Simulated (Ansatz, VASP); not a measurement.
## One calculation of Ti5W, two programs

```
Ti W
1.0
     2.74183    0.00000    0.00000
     0.00000    2.74183    0.00000
     0.00000    0.00000   13.47066
Ti W
5 1
Cartesian
  0.0000 0.0000 8.9582
  1.3709 1.3709 11.1923
  1.3709 1.3709 2.2783
  0.0000 0.0000 4.5125
  1.3709 1.3709 6.7353
  0.0000 0.0000 0.0000
```

Alike in both runs: task single point; functional PBE; k mesh 6 × 6 × 2; occupations gaussian, width 0.1 eV; collinear spin.

```csv
,VASP,Ansatz
version,VASP 6.6.1,Ansatz 0.2.0
potentials or method,"VASP PAW PBE potentials, release 64 (Ti_sv, W_sv), cutoff 520 eV","scalar-relativistic, plane waves, PAW"
valence electrons in the cell,74,74
```

```tsv
	VASP	Ansatz	Ansatz less VASP
gap on the k mesh at the Fermi level (eV)	none	none	-
pressure (GPa)	0.1	0.3	+0.19
rms of the force components (eV/Å)	0.005	0.002	-0.0026
net moment per atom (μB)	0.00	0.00	0.000
```

Atom by atom the forces differ by 0.003 eV/Å (rms over components). A gap of «none» marks a metal or a gap that the smearing closes. Ansatz's warnings: seeded moment not kept.

The k mesh is coarse, so the values compare programs but aren't converged. Spin-orbit coupling is off throughout.
